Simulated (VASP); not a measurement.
# MgO (F-43m) in VASP: notebook

MgO is run at these levels: r2SCAN, PBE; tasks: single point, relaxation of cell and atoms.

Program: VASP 6.6.1. These are calculated values, not measurements. Logs are shortened: lines on timing, memory, paths and dates and some standing lists are left out, and cuts for length are marked.

## 1. The cell of the first run

It takes space group F-43m (No. 216, cubic). Conventional cell: a = 4.612 Å, b = 4.612 Å, c = 4.612 Å, α = 90.00°, β = 90.00°, γ = 90.00°. Within 2.6 Å of Mg (site symmetry -43m) lie 4 O at 2.00 Å. Within 2.6 Å of O (site symmetry -43m) lie 4 Mg at 2.00 Å.

## 2. Single point, r2SCAN

File POSCAR:

```
MgO
1.0
    0.0000000000      2.3061620622      2.3061620622
    2.3061620622      0.0000000000      2.3061620622
    2.3061620622      2.3061620622      0.0000000000
Mg O
1 1
Direct
    0.5000000000      0.5000000000      0.5000000000
    0.2500000000      0.2500000000      0.2500000000
```

File INCAR.step1:

```
  ALGO = Normal
  EDIFF = 1E-4
  ENCUT = 520
  GGA = PE
  ISMEAR = 0
  LASPH = T
  LCHARG = F
  LREAL = F
  LWAVE = T
  NBANDS = 11
  NELM = 60
  PREC = Accurate
  SIGMA = 0.02
```

File INCAR.step2:

```
  ALGO = Normal
  EDIFF = 1E-6
  ENCUT = 520
  ISIF = 2
  ISMEAR = 0
  ISTART = 1
  LASPH = T
  LCHARG = F
  LMIXTAU = T
  LREAL = F
  LWAVE = F
  METAGGA = R2SCAN
  NBANDS = 11
  NELM = 60
  PREC = Accurate
  SIGMA = 0.02
```

File KPOINTS:

```
k-points
0
Gamma
  8 8 8
```

Potentials or basis: VASP PAW PBE potentials, release 64 (Mg, O).

On the command line:

```sh
$ cat potpaw_PBE.64/Mg/POTCAR potpaw_PBE.64/O/POTCAR > POTCAR
$ cp INCAR.step1 INCAR
$ mpirun -np 1 vasp_std > vasp.out
$ cp INCAR.step2 INCAR
$ mpirun -np 1 vasp_std > vasp.out
```

OUTCAR:

```text
EDIFF = 1E-6
   ENCUT = 520
   ISIF = 2
   ISMEAR = 0
   ISTART = 1
   LASPH = T
   LREAL = F
   METAGGA = R2SCAN
   NELM = 60
   PREC = Accurate

 ion  position               nearest neighbor table
   1  0.500  0.500  0.500-   2 2.00   2 2.00   2 2.00   2 2.00
   2  0.250  0.250  0.250-   1 2.00   1 2.00   1 2.00   1 2.00

  LATTYP: Found a face centered cubic cell.
 ALAT       =     4.6123241244

  Lattice vectors:

 A1 = (   0.0000000000,   2.3061620622,   2.3061620622)
 A2 = (   2.3061620622,   0.0000000000,   2.3061620622)
 A3 = (   2.3061620622,   2.3061620622,   0.0000000000)

Analysis of symmetry for initial positions (statically):
=====================================================================
 Subroutine PRICEL returns:
 Original cell was already a primitive cell.

 Routine SETGRP: Setting up the symmetry group for a
 face centered cubic supercell.

 Subroutine GETGRP returns: Found 24 space group operations
 (whereof 24 operations were pure point group operations)
 out of a pool of 48 trial point group operations.

The static configuration has the point symmetry T_d .

Analysis of symmetry for dynamics (positions and initial velocities):
=====================================================================
 Subroutine PRICEL returns:
 Original cell was already a primitive cell.

 Routine SETGRP: Setting up the symmetry group for a
 face centered cubic supercell.

 Subroutine GETGRP returns: Found 24 space group operations
 (whereof 24 operations were pure point group operations)
 out of a pool of 48 trial point group operations.

The dynamic configuration has the point symmetry T_d .

 Subroutine INISYM returns: Found 24 space group operations
 (whereof 24 operations are pure point group operations),
 and found     1 'primitive' translations

----------------------------------------------------------------------------------------

                                     Primitive cell

  volume of cell :      24.5301

  direct lattice vectors                    reciprocal lattice vectors
     0.000000000  2.306162062  2.306162062    -0.216810435  0.216810435  0.216810435
     2.306162062  0.000000000  2.306162062     0.216810435 -0.216810435  0.216810435
     2.306162062  2.306162062  0.000000000     0.216810435  0.216810435 -0.216810435

  length of vectors
     3.261405665  3.261405665  3.261405665     0.375526689  0.375526689  0.375526689

  position of ions in fractional coordinates (direct lattice)
     0.500000000  0.500000000  0.500000000
     0.250000000  0.250000000  0.250000000

  ion indices of the primitive-cell ions
   primitive index   ion index
                 1           1
                 2           2

----------------------------------------------------------------------------------------

 KPOINTS: k-points

Automatic generation of k-mesh.
 Grid dimensions read from file:
 generate k-points for:    8    8    8

 Generating k-lattice:

  Cartesian coordinates                     Fractional coordinates (reciprocal lattice)
    -0.027101304  0.027101304  0.027101304     0.125000000  0.000000000  0.000000000
     0.027101304 -0.027101304  0.027101304     0.000000000  0.125000000  0.000000000
     0.027101304  0.027101304 -0.027101304     0.000000000  0.000000000  0.125000000

  Length of vectors
     0.046940836  0.046940836  0.046940836

  Shift w.r.t. Gamma in fractional coordinates (k-lattice)
     0.000000000  0.000000000  0.000000000

 Subroutine IBZKPT returns following result:
 ===========================================

 Found     29 irreducible k-points:

 Following reciprocal coordinates:
            Coordinates               Weight
  0.000000  0.000000  0.000000      1.000000
  0.125000  0.000000  0.000000      8.000000
  0.250000  0.000000  0.000000      8.000000
  0.375000  0.000000  0.000000      8.000000
  0.500000  0.000000  0.000000      4.000000
  0.125000  0.125000  0.000000      6.000000
[... 16 lines left out ...]
  0.500000  0.250000  0.125000     48.000000
 -0.375000  0.250000  0.125000     24.000000
 [... further k-points ...]
   k-points           NKPTS =     29   k-points in BZ     NKDIM =     29   number of bands    NBANDS=     11
   number of dos      NEDOS =    301   number of ions     NIONS =      2
   total plane-waves  NPLWV =  13824
   dimension x,y,z NGX =    24 NGY =   24 NGZ =   24
   dimension x,y,z NGXF=    48 NGYF=   48 NGZF=   48
   ions per type =               1   1
   NGX,Y,Z   is equivalent  to a cutoff of  12.23, 12.23, 12.23 a.u.
   NGXF,Y,Z  is equivalent  to a cutoff of  24.47, 24.47, 24.47 a.u.
 SYSTEM =  unknown system
   PREC   = accura    normal or accurate (medium, high low for compatibility)
   ISTART =      1    job   : 0-new  1-cont  2-samecut
   ICHARG =      0    charge: 1-file 2-atom 10-const
   ISPIN  =      1    spin polarized calculation?
   LNONCOLLINEAR =      F non collinear calculations
   LSORBIT =      F    spin-orbit coupling
   LASPH  =      T    aspherical Exc in radial PAW
   ENCUT  =  520.0 eV  38.22 Ry    6.18 a.u.   6.06  6.06  6.06*2*pi/ulx,y,z
   NELM   =     60;   NELMIN=  2; NELMDL=  0     # of ELM steps
   EDIFF  = 0.1E-05   stopping-criterion for ELM
   LREAL  =      F    real-space projection
   EDIFFG = 0.1E-04   stopping-criterion for IOM
   NSW    =      0    number of steps for IOM
   IBRION =     -1    ionic relax: 0-MD 1-quasi-New 2-CG
   NFREE  =      0    steps in history (QN), initial steepest desc. (CG)
   ISIF   =      2    stress and relaxation
   ISYM   =      2    0-nonsym 1-usesym 2-fastsym
   POTIM  = 0.5000    time-step for ionic-motion
   TEBEG  =    0.0;   TEEND  =   0.0 temperature during run
   PSTRESS=    0.0 pullay stress
   NELECT =       8.0000    total number of electrons
   NUPDOWN=      -1.0000    fix difference up-down
   EMIN   =  10.00;   EMAX   =-10.00  energy-range for DOS
   EFERMI =   0.00;   METHOD = LEGACY
   ISMEAR =     0;   SIGMA  =   0.02  broadening in eV -4-tet -1-fermi 0-gaus
   EFERMI_NEDOS =   21; number of points for ismear=-14 and -15
   IALGO  =     38    algorithm
   IMIX   =      4    mixing-type and parameters
     AMIX     =   0.40;   BMIX     =  1.00
     AMIX_MAG =   1.60;   BMIX_MAG =  1.00
  volume/ion in A,a.u.               =      12.27        82.77
  Fermi-wavevector in a.u.,A,eV,Ry     =   1.126864  2.129465 17.276997  1.269823
  Thomas-Fermi vector in A             =   2.263548
   LORBIT       =      0    0 simple, 1 ext, 2 COOP (PROOUT), +10 PAW based schemes
   METAGGA = R2SCAN    functional components
   LHFCALC =     F    Hartree Fock is set to
   AEXX    =    0.0000 exact exchange contribution
   IVDW    =     0    specifies the selected vdW correction
   LEPSILON=     F    determine dielectric tensor
   LRPA    =     F    only Hartree local field effects (RPA)
 non-spin polarized calculation
 Gauss-broadening in eV      SIGMA  =   0.02
  energy-cutoff  :      520.00
  volume of cell :       24.53
 maximum number of plane-waves:       684
   NGX = 13   NGY = 13   NGZ = 13

 number of electron       8.0000001 magnetization

 Free energy of the ion-electron system (eV)
  ---------------------------------------------------
  ext. energy  EPLUGINS =         0.00000000
  ---------------------------------------------------
  free energy    TOTEN  =       -15.84279337 eV

  energy without entropy =      -15.84279337  energy(sigma->0) =      -15.84279337

 E-fermi :   0.3730     XC(G=0): -10.0217

 val. band max:        0.2054894459   @ k =   0.0000   0.0000   0.0000
 cond. band min:       4.3415723996   @ k =   0.0000   0.0000   0.0000
 fundamental gap:      4.1360829536
 Fermi energy:         0.3729744532

 k-point     1 :       0.0000    0.0000    0.0000
  band No.  band energies     occupation
      1     -16.5386      2.00000
      2       0.2055      2.00000
      3       0.2055      2.00000
      4       0.2055      2.00000
      5       4.3416      0.00000
      6      17.7676      0.00000
      7      17.7676      0.00000
      8      17.7676      0.00000
      9      21.2944      0.00000
     10      21.2951      0.00000
     11      21.3493      0.00000

 k-point     2 :       0.1250    0.0000    0.0000
  band No.  band energies     occupation
      1     -16.4557      2.00000
      2      -0.4395      2.00000
      3       0.1777      2.00000
      4       0.1777      2.00000
      5       5.1344      0.00000
      6      16.4342      0.00000
      7      17.6822      0.00000
      8      17.6822      0.00000
      9      19.6880      0.00000
     10      19.6880      0.00000
     11      20.6300      0.00000

 k-point     3 :       0.2500    0.0000    0.0000
  band No.  band energies     occupation
      1     -16.2484      2.00000
      2      -1.5546      2.00000
      3       0.1119      2.00000
      4       0.1119      2.00000
      5       6.6868      0.00000
      6      14.1039      0.00000
      7      16.7200      0.00000
      8      16.7200      0.00000
      9      20.1944      0.00000
     10      20.2090      0.00000
     11      20.2090      0.00000

 k-point     4 :       0.3750    0.0000    0.0000
  band No.  band energies     occupation
      1     -16.0305      2.00000
      2      -2.4118      2.00000
      3       0.0479      2.00000
      4       0.0479      2.00000
      5       8.3127      0.00000
      6      11.9589      0.00000
      7      15.8212      0.00000
      8      15.8212      0.00000
      9      20.3692      0.00000
     10      21.7898      0.00000
     11      21.7898      0.00000
[... 239 lines left out ...]
 k-point    22 :       0.3750    0.2500    0.1250
  band No.  band energies     occupation
      1     -16.0946      2.00000
      2      -1.7331      2.00000
      3      -0.3796      2.00000
      4      -0.0212      2.00000
      5       7.5548      0.00000
      6      13.3115      0.00000
      7      14.8667      0.00000
      8      16.7647      0.00000
      9      18.6621      0.00000
     10      22.4698      0.00000
     11      23.9453      0.00000

 k-point    23 :       0.5000    0.2500    0.1250
  band No.  band energies     occupation
      1     -15.9199      2.00000
      2      -2.1174      2.00000
      3      -0.6698      2.00000
      4      -0.1396      2.00000
      5       8.6862      0.00000
      6      11.9204      0.00000
      7      14.4116      0.00000
      8      16.2118      0.00000
      9      19.8778      0.00000
     10      22.5498      0.00000
     11      24.4903      0.00000

 k-point    24 :      -0.3750    0.2500    0.1250
  band No.  band energies     occupation
      1     -15.8456      2.00000
      2      -2.2666      2.00000
      3      -0.7680      2.00000
      4      -0.2095      2.00000
      5       9.3565      0.00000
      6      11.1215      0.00000
      7      14.3821      0.00000
      8      16.0078      0.00000
      9      20.8261      0.00000
     10      21.9447      0.00000
     11      25.0115      0.00000

 [... further k-points ...]
[... 5 lines left out ...]
  --------------------------------------------------------------------------------------
  -------------------------------------------------------------------------------------
  Total       -0.6599420     -0.6599420     -0.6599420      0.0000000      0.0000000     -0.0000000
  in kB      -43.1039297    -43.1039297    -43.1039297      0.0000000      0.0000000     -0.0000000
  external PRESSURE =     -43.1039297 kB  Pullay stress =       0.0000000 kB

 VOLUME and BASIS-vectors are now :
 -----------------------------------------------------------------------------
  energy-cutoff  :      520.00
  volume of cell :       24.53
      direct lattice vectors                 reciprocal lattice vectors
     0.000000000  2.306162062  2.306162062    -0.216810435  0.216810435  0.216810435
     2.306162062  0.000000000  2.306162062     0.216810435 -0.216810435  0.216810435
     2.306162062  2.306162062  0.000000000     0.216810435  0.216810435 -0.216810435

 POSITION                                       TOTAL-FORCE (eV/Angst)
 -----------------------------------------------------------------------------------
      2.30616      2.30616      2.30616         0.000000      0.000000      0.000000
      1.15308      1.15308      1.15308        -0.000000     -0.000000     -0.000000
 -----------------------------------------------------------------------------------
    total drift:                                0.000001      0.000001      0.000001

  FREE ENERGIE OF THE ION-ELECTRON SYSTEM (eV)
  ---------------------------------------------------
  free  energy   TOTEN  =       -15.8427933664 eV

  energy  without entropy=      -15.8427933664  energy(sigma->0) =      -15.84279337
```

Wall time 28 s (1 thread of Intel Xeon 8259CL, shared host); peak memory 0.14 GiB.

What came out:

```
Free energy            : -15.8428 eV
Pressure               : -4.3 GPa
Band gap on the k mesh : 4.14 eV, direct
```

Caveat: the PAW data sets were made with another functional, which shifts forces and pressure a little. r2SCAN opens gaps a little over a GGA but as a rule still falls short of measured ones.

## 3. Relaxation of cell and atoms, PBE

File INCAR:

```
ALGO = Normal
EDIFF = 1E-7
EDIFFG = -0.01
ENCUT = 600
GGA = PE
IBRION = 2
ISIF = 3
ISMEAR = 0
LASPH = T
LCHARG = F
LREAL = F
LWAVE = F
NELM = 100
NSW = 100
PREC = Accurate
SIGMA = 0.02
```

KPOINTS is that of step 2.

File POSCAR:

```
MgO
1.0
    0.0000000000      2.3053611477      2.3053611477
    2.3053611477      0.0000000000      2.3053611477
    2.3053611477      2.3053611477      0.0000000000
Mg O
1 1
Direct
    0.5000000000      0.5000000000      0.5000000000
    0.2500000000      0.2500000000      0.2500000000
```

Potentials or basis: VASP PAW PBE potentials, release 64 (Mg, O).

On the command line:

```sh
$ cat potpaw_PBE.64/Mg/POTCAR potpaw_PBE.64/O/POTCAR > POTCAR
$ mpirun -np 1 vasp_std > vasp.out
```

Wall time 17 s (1 thread of Intel Xeon 8259CL, shared host); peak memory 0.16 GiB.

Results (log left out):

* Free energy: -11.7042 eV
* Relaxed volume: 12.19 Å³/atom
* Relaxed cell: a = 3.255 Å, b = 3.255 Å, c = 3.255 Å, α = 60.00°, β = 60.00°, γ = 60.00°
* Space group after relaxing (to 0.05 Å): F-43m (No. 216)
* Energy gained by relaxing: 0.1 meV/atom
* Ionic steps: 2
* Pressure after relaxing: 0.1 GPa
* Band gap on the k mesh: 3.50 eV, direct

Step by step:
```tsv
step	energy change (eV)	largest force (eV/Å)	pressure (GPa)	volume (Å³)
1	0.0000	0.0000	-0.44	24.50
2	-0.0001	0.0000	0.13	24.38
```

Final structure:
```
CELL_PARAMETERS angstrom
0.00000 2.30158 2.30158
2.30158 0.00000 2.30158
2.30158 2.30158 0.00000
ATOMIC_POSITIONS crystal
Mg 0.50000 0.50000 0.50000
O 0.25000 0.25000 0.25000
```

Levels at points of the mesh, in eV from the valence-band top:
| k point | band 2 | band 3 | band 4 | band 5 | band 6 | band 7 |
| --- | --- | --- | --- | --- | --- | --- |
| (0.00, 0.00, 0.00) | 0.00 | 0.00 | 0.00 | 3.50 | 16.54 | 16.54 |
| (0.50, 0.00, 0.00) | -2.97 | -0.18 | -0.18 | 8.61 | 9.49 | 14.43 |
| (0.50, 0.50, 0.00) | -2.45 | -0.73 | -0.73 | 6.20 | 11.42 | 13.75 |

## 4. Relaxation of cell and atoms, PBE

File INCAR:

```
SYSTEM = MgO
  PREC = Accurate
  ENCUT = 600
  EDIFF = 1E-7
  ISMEAR = 0
  SIGMA = 0.01
  LREAL = .False.
  LASPH = .True.
  NELM = 100
  ALGO = Normal
  ISIF = 3
  LWAVE = .False.
  LCHARG = .False.
  GGA = PE
  IBRION = 2
  NSW = 80
  EDIFFG = -0.001
```

File KPOINTS:

```
Automatic mesh
0
Gamma
  8 8 8
  0 0 0
```

File POSCAR:

```
MgO
1.0
    0.0000000000      2.3061620622      2.3061620622
    2.3061620622      0.0000000000      2.3061620622
    2.3061620622      2.3061620622      0.0000000000
Mg O
1 1
Direct
    0.5000000000      0.5000000000      0.5000000000
    0.2500000000      0.2500000000      0.2500000000
```

On the command line:

```sh
$ cat potpaw_PBE.64/Mg/POTCAR potpaw_PBE.64/O/POTCAR > POTCAR
$ mpirun -np 1 vasp_std > vasp.out
```

Run time: 23 s. Hardware: 1 thread of Intel Xeon 8259CL, shared host; peak memory 0.17 GiB.

Results (log left out):

| Item | Value |
| --- | --- |
| Free energy | -11.7042 eV |
| Relaxed volume | 12.21 Å³/atom |
| Relaxed cell | a = 3.256 Å, b = 3.256 Å, c = 3.256 Å, α = 60.00°, β = 60.00°, γ = 60.00° |
| Space group after relaxing (to 0.05 Å) | F-43m (No. 216) |
| Energy gained by relaxing | 0.1 meV/atom |
| Ionic steps | 3 |
| Pressure after relaxing | 0.0 GPa |
| Band gap on the k mesh | 3.49 eV, direct |

Step by step:
```csv
step,energy change (eV),largest force (eV/Å),pressure (GPa),volume (Å³)
1,0.0000,0.0000,-0.56,24.53
2,-0.0002,0.0000,0.16,24.38
3,-0.0002,0.0000,0.00,24.41
```

Final structure:
```yaml
crystal:
  lattice:
    - [0.00000, 2.30240, 2.30240]
    - [2.30240, 0.00000, 2.30240]
    - [2.30240, 2.30240, 0.00000]
  atoms:
    - { symbol: Mg, position: [0.50000, 0.50000, 0.50000] }
    - { symbol: O, position: [0.25000, 0.25000, 0.25000] }
```

Levels at points of the mesh, in eV from the valence-band top:
| k point | band 1 | band 2 | band 3 | band 4 | band 5 | band 6 | band 7 | band 8 |
| --- | --- | --- | --- | --- | --- | --- | --- | --- |
| (0.00, 0.00, 0.00) | -15.82 | 0.00 | 0.00 | 0.00 | 3.49 | 16.52 | 16.52 | 16.52 |
| (0.50, 0.00, 0.00) | -15.19 | -2.97 | -0.18 | -0.18 | 8.60 | 9.49 | 14.42 | 14.42 |
| (0.50, 0.50, 0.00) | -15.01 | -2.45 | -0.73 | -0.73 | 6.20 | 11.42 | 13.73 | 16.36 |

## 5. Summary

| task | level | cell | cutoff (eV) | smearing | gap on the mesh (eV) | pressure (GPa) | relaxed volume (Å³/atom) |
| --- | --- | --- | --- | --- | --- | --- | --- |
| single point | r2SCAN | a = 3.261 Å, angles 60.0°, 2 atoms | 520 | gaussian 0.02 eV | 4.14 | -4.3 | - |
| relaxation of cell and atoms | PBE | relaxed from a = 3.260 Å, angles 60.0°, 2 atoms | 600 | gaussian 0.02 eV | 3.50 | 0.1 | 12.19 |
| relaxation of cell and atoms | PBE | relaxed from a = 3.261 Å, angles 60.0°, 2 atoms | 600 | gaussian 0.01 eV | 3.49 | 0.0 | 12.21 |

Alike in all rows: potentials or basis VASP PAW PBE potentials, release 64 (Mg, O); no spin polarisation; k mesh 8 × 8 × 8.

Caveats: the PAW data sets were made with another functional, which shifts forces and pressure a little (some runs).

Total energies depend on the potentials used, so only differences within one code and one set of settings carry meaning.
